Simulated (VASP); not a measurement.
Here is a VASP 6.6.1 calculation.

The input INCAR:

```
SYSTEM = Ca2H3
ALGO = Normal
EDIFF = 1E-7
ENCUT = 520
GGA = PE
ISIF = 2
ISMEAR = 0
LASPH = .TRUE.
LCHARG = .FALSE.
LREAL = .FALSE.
LWAVE = .FALSE.
NBANDS = 20
NELM = 80
PREC = Accurate
SIGMA = 0.1
```

Contents of KPOINTS:

```
k-points
0
G
  12 12 6
  0 0 0
```

The input POSCAR:

```
Ca2H3
1.0
    3.9785134619      0.0000000000      0.0000000000
   -1.9892567309      3.4454937273      0.0000000000
    0.0000000000      0.0000000000      6.5346986551
Ca H
2 3
Direct
    0.0000000000      0.0000000000      0.7886932926
    0.0000000000      0.0000000000      0.2113067074
    0.5000000000      0.0000000000      0.0000000000
    0.0000000000      0.5000000000      0.0000000000
    0.5000000000      0.5000000000      0.0000000000
```

Potentials or basis: VASP PAW PBE potentials, release 64 (Ca_sv, H).

Launch:

```sh
$ cat potpaw_PBE.64/Ca_sv/POTCAR potpaw_PBE.64/H/POTCAR > POTCAR
$ mpirun -np 1 vasp_std > vasp.out
```

Question: What does it give for the largest force?

Answer: 0.030 eV/Å.

Question: What does it give for the pressure?

Answer: 0.0 GPa.

Forces on the atoms (eV/Å):
```
Ca   0.000  0.000 -0.030
Ca   0.000  0.000  0.030
H    0.000  0.000  0.000
H    0.000  0.000  0.000
H    0.000  0.000  0.000
```
